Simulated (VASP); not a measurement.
# NaGa2 (P6/mmm) in VASP: notebook, part 2 of 4

VASP 6.6.1.

### Step 3. Single point, PBE

This run uses another cell than the first one, of 21.42 Å³/atom.

Contents of INCAR:

```
  PREC = Accurate
  ENCUT = 520
  EDIFF = 1E-7
  ISMEAR = 0
  SIGMA = 0.1
  LREAL = False
  LASPH = True
  NELM = 80
  ALGO = Fast
  ISIF = 2
  LWAVE = False
  LCHARG = False
  GGA = PE
  NBANDS = 24
```

Contents of KPOINTS:

```
regular mesh
0
Gamma
  12 12 14
```

Contents of POSCAR:

```
NaGa2
1.0
    4.5040797281      0.0000000000      0.0000000000
   -2.2520398641      3.9006474652      0.0000000000
    0.0000000000      0.0000000000      3.6574046032
Na Ga
1 2
Direct
    0.0000000000      0.0000000000      0.0000000000
    0.3333333333      0.6666666667      0.5000000000
    0.6666666667      0.3333333333      0.5000000000
```

Potentials or basis: VASP PAW PBE potentials, release 64 (Na_pv, Ga_d).

Started as:

```console
$ cat potpaw_PBE.64/Na_pv/POTCAR potpaw_PBE.64/Ga_d/POTCAR > POTCAR
$ mpirun -np 1 vasp_std > vasp.out
```

OUTCAR:

```text
PREC = Accurate
   ENCUT = 520
   EDIFF = 1E-7
   ISMEAR = 0
   LREAL = False
   LASPH = True
   NELM = 80
   ISIF = 2
   GGA = PE

 ion  position               nearest neighbor table
   1  0.000  0.000  0.000-
   2  0.333  0.667  0.500-   3 2.60   3 2.60   3 2.60
   3  0.667  0.333  0.500-   2 2.60   2 2.60   2 2.60

  LATTYP: Found a hexagonal cell.
 ALAT       =     4.5040797281
 C/A-ratio  =     0.8120203957

  Lattice vectors:

 A1 = (   4.5040797281,   0.0000000000,   0.0000000000)
 A2 = (  -2.2520398641,   3.9006474652,   0.0000000000)
 A3 = (   0.0000000000,   0.0000000000,   3.6574046032)

Analysis of symmetry for initial positions (statically):
=====================================================================
 Subroutine PRICEL returns:
 Original cell was already a primitive cell.

 Routine SETGRP: Setting up the symmetry group for a
 hexagonal supercell.

 Subroutine GETGRP returns: Found 24 space group operations
 (whereof 24 operations were pure point group operations)
 out of a pool of 24 trial point group operations.

The static configuration has the point symmetry D_6h.

Analysis of symmetry for dynamics (positions and initial velocities):
=====================================================================
 Subroutine PRICEL returns:
 Original cell was already a primitive cell.

 Routine SETGRP: Setting up the symmetry group for a
 hexagonal supercell.

 Subroutine GETGRP returns: Found 24 space group operations
 (whereof 24 operations were pure point group operations)
 out of a pool of 24 trial point group operations.

The dynamic configuration has the point symmetry D_6h.

 Subroutine INISYM returns: Found 24 space group operations
 (whereof 24 operations are pure point group operations),
 and found     1 'primitive' translations

----------------------------------------------------------------------------------------

                                     Primitive cell

  volume of cell :      64.2563

  direct lattice vectors                    reciprocal lattice vectors
     4.504079728  0.000000000  0.000000000     0.222020937  0.128183848  0.000000000
    -2.252039864  3.900647465  0.000000000     0.000000000  0.256367695  0.000000000
     0.000000000  0.000000000  3.657404603     0.000000000  0.000000000  0.273417931

  length of vectors
     4.504079728  4.504079728  3.657404603     0.256367695  0.256367695  0.273417931

  position of ions in fractional coordinates (direct lattice)
     0.000000000  0.000000000  0.000000000
     0.333333333  0.666666667  0.500000000
     0.666666667  0.333333333  0.500000000

  ion indices of the primitive-cell ions
   primitive index   ion index
                 1           1
                 2           2
                 3           3

----------------------------------------------------------------------------------------

 KPOINTS: regular mesh

Automatic generation of k-mesh.
 Grid dimensions read from file:
 generate k-points for:   12   12   14

 Generating k-lattice:

  Cartesian coordinates                     Fractional coordinates (reciprocal lattice)
     0.018501745  0.010681987  0.000000000     0.083333333 -0.000000000  0.000000000
     0.000000000  0.021363975  0.000000000     0.000000000  0.083333333  0.000000000
     0.000000000  0.000000000  0.019529852     0.000000000  0.000000000  0.071428571

  Length of vectors
     0.021363975  0.021363975  0.019529852

  Shift w.r.t. Gamma in fractional coordinates (k-lattice)
     0.000000000  0.000000000  0.000000000

 Subroutine IBZKPT returns following result:
 ===========================================

 Found    152 irreducible k-points:

 Following reciprocal coordinates:
            Coordinates               Weight
  0.000000  0.000000  0.000000      1.000000
  0.083333 -0.000000  0.000000      6.000000
  0.166667  0.000000  0.000000      6.000000
  0.250000  0.000000  0.000000      6.000000
  0.333333  0.000000  0.000000      6.000000
  0.416667  0.000000  0.000000      6.000000
[... 16 lines left out ...]
  0.250000  0.000000  0.071429     12.000000
  0.333333  0.000000  0.071429     12.000000
 [... further k-points ...]
   k-points           NKPTS =    152   k-points in BZ     NKDIM =    152   number of bands    NBANDS=     24
   number of dos      NEDOS =    301   number of ions     NIONS =      3
   total plane-waves  NPLWV =  36288
   dimension x,y,z NGX =    36 NGY =   36 NGZ =   28
   dimension x,y,z NGXF=    72 NGYF=   72 NGZF=   56
   ions per type =               1   2
   NGX,Y,Z   is equivalent  to a cutoff of  13.29, 13.29, 12.73 a.u.
   NGXF,Y,Z  is equivalent  to a cutoff of  26.58, 26.58, 25.45 a.u.
 SYSTEM =  unknown system
   PREC   = accura    normal or accurate (medium, high low for compatibility)
   ISTART =      0    job   : 0-new  1-cont  2-samecut
   ICHARG =      2    charge: 1-file 2-atom 10-const
   ISPIN  =      1    spin polarized calculation?
   LNONCOLLINEAR =      F non collinear calculations
   LSORBIT =      F    spin-orbit coupling
   LASPH  =      T    aspherical Exc in radial PAW
   ENCUT  =  520.0 eV  38.22 Ry    6.18 a.u.   8.37  8.37  6.80*2*pi/ulx,y,z
   NELM   =     80;   NELMIN=  2; NELMDL= -5     # of ELM steps
   EDIFF  = 0.1E-06   stopping-criterion for ELM
   LREAL  =      F    real-space projection
   EDIFFG = 0.1E-05   stopping-criterion for IOM
   NSW    =      0    number of steps for IOM
   IBRION =     -1    ionic relax: 0-MD 1-quasi-New 2-CG
   NFREE  =      0    steps in history (QN), initial steepest desc. (CG)
   ISIF   =      2    stress and relaxation
   ISYM   =      2    0-nonsym 1-usesym 2-fastsym
   POTIM  = 0.5000    time-step for ionic-motion
   TEBEG  =    0.0;   TEEND  =   0.0 temperature during run
   PSTRESS=    0.0 pullay stress
   NELECT =      33.0000    total number of electrons
   NUPDOWN=      -1.0000    fix difference up-down
   EMIN   =  10.00;   EMAX   =-10.00  energy-range for DOS
   EFERMI =   0.00;   METHOD = LEGACY
   ISMEAR =     0;   SIGMA  =   0.10  broadening in eV -4-tet -1-fermi 0-gaus
   EFERMI_NEDOS =   21; number of points for ismear=-14 and -15
   IALGO  =     68    algorithm
   IMIX   =      4    mixing-type and parameters
     AMIX     =   0.40;   BMIX     =  1.00
     AMIX_MAG =   1.60;   BMIX_MAG =  1.00
  volume/ion in A,a.u.               =      21.42       144.54
  Fermi-wavevector in a.u.,A,eV,Ry     =   1.311015  2.477458 23.385142  1.718759
  Thomas-Fermi vector in A             =   2.441505
   LORBIT       =      0    0 simple, 1 ext, 2 COOP (PROOUT), +10 PAW based schemes
   GGA     = PE    functional components
   LHFCALC =     F    Hartree Fock is set to
   AEXX    =    0.0000 exact exchange contribution
   IVDW    =     0    specifies the selected vdW correction
   LEPSILON=     F    determine dielectric tensor
   LRPA    =     F    only Hartree local field effects (RPA)
 non-spin polarized calculation
 RMM-DIIS sequential band-by-band and
 Gauss-broadening in eV      SIGMA  =   0.10
  energy-cutoff  :      520.00
  volume of cell :       64.26
 maximum number of plane-waves:      1778
 NGX is ok and might be reduce to    36
   NGX = 17   NGY = 17   NGZ = 13

 number of electron      32.9999995 magnetization

 Free energy of the ion-electron system (eV)
  ---------------------------------------------------
  ext. energy  EPLUGINS =         0.00000000
  ---------------------------------------------------
  free energy    TOTEN  =        -7.49129214 eV

  energy without entropy =       -7.48638681  energy(sigma->0) =       -7.48883947

 E-fermi :   3.4134     XC(G=0):  -9.5302

 val. band max:        3.4123454730   @ k =   0.1667   0.0833   0.5000
 cond. band min:       3.4151708387   @ k =   0.1667   0.0000   0.2857
 fundamental gap:      0.0028253657
 Fermi energy:         3.4134046875

 k-point     1 :       0.0000    0.0000    0.0000
  band No.  band energies     occupation
      1     -20.7358      2.00000
      2     -20.7311      2.00000
      3     -20.7311      2.00000
      4     -11.4905      2.00000
      5     -11.3754      2.00000
      6     -11.3753      2.00000
[... 16 lines left out ...]
     23      12.1742      0.00000
     24      16.2365      0.00000
[... 598 lines left out ...]
      2     -20.7351      2.00000
      3     -20.7319      2.00000
      4     -11.4829      2.00000
      5     -11.4385      2.00000
      6     -11.4320      2.00000
[... 16 lines left out ...]
     23      12.9430      0.00000
     24      13.5320      0.00000

 [... further k-points ...]

------------------------ aborting loop because EDIFF is reached ----------------------------------------

  FORCE on cell =-STRESS in cart. coord.  units (eV):
  Direction    XX          YY          ZZ          XY          YZ          ZX
  --------------------------------------------------------------------------------------
  -------------------------------------------------------------------------------------
  Total        0.0524557      0.0524557      0.0110408     -0.0000000      0.0000000     -0.0000000
  in kB        1.3079380      1.3079380      0.2752925     -0.0000000      0.0000000     -0.0000000
  external PRESSURE =       0.9637228 kB  Pullay stress =       0.0000000 kB

 VOLUME and BASIS-vectors are now :
 -----------------------------------------------------------------------------
  energy-cutoff  :      520.00
  volume of cell :       64.26
      direct lattice vectors                 reciprocal lattice vectors
     4.504079728  0.000000000  0.000000000     0.222020937  0.128183848  0.000000000
    -2.252039864  3.900647465  0.000000000     0.000000000  0.256367695  0.000000000
     0.000000000  0.000000000  3.657404603     0.000000000  0.000000000  0.273417931

 POSITION                                       TOTAL-FORCE (eV/Angst)
 -----------------------------------------------------------------------------------
      0.00000      0.00000      0.00000        -0.000000      0.000000      0.000000
     -0.00000      2.60043      1.82870         0.000000     -0.000000      0.000000
      2.25204      1.30022      1.82870        -0.000000      0.000000      0.000000
 -----------------------------------------------------------------------------------
    total drift:                                0.000000      0.000000     -0.000000

  FREE ENERGIE OF THE ION-ELECTRON SYSTEM (eV)
  ---------------------------------------------------
  free  energy   TOTEN  =        -7.4912921376 eV

  energy  without entropy=       -7.4863868122  energy(sigma->0) =       -7.48883947
```

OSZICAR:

```text
N       E                     dE             d eps       ncg     rms          rms(c)
DAV:   1     0.219582202714E+03    0.21958E+03   -0.16422E+04  7536   0.221E+03
DAV:   2     0.134669628588E+02   -0.20612E+03   -0.19967E+03  7720   0.446E+02
DAV:   3    -0.716634482073E+01   -0.20633E+02   -0.20524E+02  8648   0.122E+02
DAV:   4    -0.759547875541E+01   -0.42913E+00   -0.42903E+00  8376   0.198E+01
DAV:   5    -0.760495972725E+01   -0.94810E-02   -0.94806E-02  8936   0.291E+00    0.198E+00
RMM:   6    -0.752578629487E+01    0.79173E-01   -0.79358E-02  9674   0.311E+00    0.110E+00
RMM:   7    -0.749173793788E+01    0.34048E-01   -0.59541E-02  9967   0.228E+00    0.177E-01
RMM:   8    -0.749123623301E+01    0.50170E-03   -0.72914E-03 10010   0.868E-01    0.775E-02
RMM:   9    -0.749127210300E+01   -0.35870E-04   -0.19098E-03 11538   0.390E-01    0.199E-02
RMM:  10    -0.749128489383E+01   -0.12791E-04   -0.24712E-04 10884   0.140E-01    0.723E-03
RMM:  11    -0.749129117801E+01   -0.62842E-05   -0.54019E-05 11431   0.642E-02    0.335E-03
RMM:  12    -0.749129180434E+01   -0.62633E-06   -0.10158E-05 11478   0.299E-02    0.572E-04
RMM:  13    -0.749129206698E+01   -0.26264E-06   -0.28842E-06 11623   0.135E-02    0.352E-04
RMM:  14    -0.749129213755E+01   -0.70569E-07   -0.38515E-07  7698   0.546E-03
   1 F= -.74912921E+01 E0= -.74888395E+01  d E =-.490533E-02
```

stdout:

```text
POSCAR found type information on POSCAR NaGa
 POSCAR found :  2 types and       3 ions
 scaLAPACK will be used
 LDA part: xc-table for (Slater+PW92), standard interpolation
 POSCAR, INCAR and KPOINTS ok, starting setup
 FFT: planning ... GRIDC
 FFT: planning ... GRID_SOFT
 FFT: planning ... GRID
 WAVECAR not read
 entering main loop
WARNING in EDDRMM: call to ZHEGV failed, returncode =   8  4     23
WARNING in EDDRMM: call to ZHEGV failed, returncode =   8  4     23
```

Run time: 1.8 min. Hardware: 1 thread of Intel Xeon 6975P-C (Granite Rapids), shared host; peak memory 0.33 GiB.

What came out:

```yaml
Free_energy: -7.4913 eV
Pressure: 0.1 GPa
Band_gap_on_the_k_mesh: zero (an odd number of electrons rules out a gap without spin polarisation)
```

Stress tensor (GPa, compression positive):
```
0.13 0.00 0.00
0.00 0.13 0.00
0.00 0.00 0.03
```

(Part 2 of 4 ends here.)

The gap in the log of VASP goes by the Fermi energy; the results here count the filled bands.